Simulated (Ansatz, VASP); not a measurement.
## One calculation of Si3Sn, two programs

```
Si Sn
1.0
    -2.79968    2.79968    2.79968
     2.79968   -2.79968    2.79968
     2.79968    2.79968   -2.79968
Si Sn
3 1
Cartesian
  2.7997 0.0000 0.0000
  0.0000 2.7997 0.0000
  0.0000 0.0000 2.7997
  0.0000 0.0000 0.0000
```

Alike in both runs: task single point; functional PBE; k mesh 4 × 4 × 4; occupations gaussian, width 0.1 eV; no spin polarisation.

|  | VASP | Ansatz |
| --- | --- | --- |
| version | VASP 6.6.1 | Ansatz 0.2.0 |
| potentials or method | VASP PAW PBE potentials, release 64 (Si, Sn_d), cutoff 520 eV | scalar-relativistic, plane waves, PAW |
| valence electrons in the cell | 26 | 26 |

Ansatz gave:

```
gap on the k mesh at the Fermi level (eV) : none
pressure (GPa)                            : -6.4
```

**Question.** Estimate VASP's values.

**Answer.** gap on the k mesh at the Fermi level (eV): none; pressure (GPa): -6.5.

A gap of «none» marks a metal or a gap that the smearing closes. With one functional, cell and mesh, what is left measures potentials, basis and numerics.

The k mesh is coarse, so the values compare programs but aren't converged.
